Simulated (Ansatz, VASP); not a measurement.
# Two plane-wave programs on TiH3

```
Ti H
1.0
     3.16550    0.00000    0.00000
    -1.58275    2.74140    0.00000
     0.00000    0.00000    5.58508
Ti H
2 6
Cartesian
  0.0000 1.8276 1.3963
  1.5827 0.9138 4.1888
  0.0000 1.8276 3.3174
  0.0000 1.8276 5.0602
  1.5827 0.9138 2.2677
  1.5827 0.9138 0.5248
  0.0000 0.0000 1.3963
  0.0000 0.0000 4.1888
```

Alike in both runs: functional PBE; k mesh 12 × 12 × 8; occupations gaussian, width 0.1 eV; no spin polarisation.

Ansatz relaxed the structure, and its values are those at the end. VASP's run is a single point on that final structure, the one shown.

|  | VASP | Ansatz |
| --- | --- | --- |
| version | VASP 6.6.1 | Ansatz 0.2.0 |
| potentials or method | VASP PAW PBE potentials, release 64 (Ti_sv, H), cutoff 520 eV | scalar-relativistic, plane waves, PAW |
| valence electrons in the cell | 30 | 30 |

VASP gave:

- gap on the k mesh at the Fermi level (eV): none
- pressure (GPa): -0.1

**Question.** What did Ansatz give for the same quantities?

**Answer.** gap on the k mesh at the Fermi level (eV): none; pressure (GPa): 0.0.

A gap of «none» marks a metal or a gap that the smearing closes.
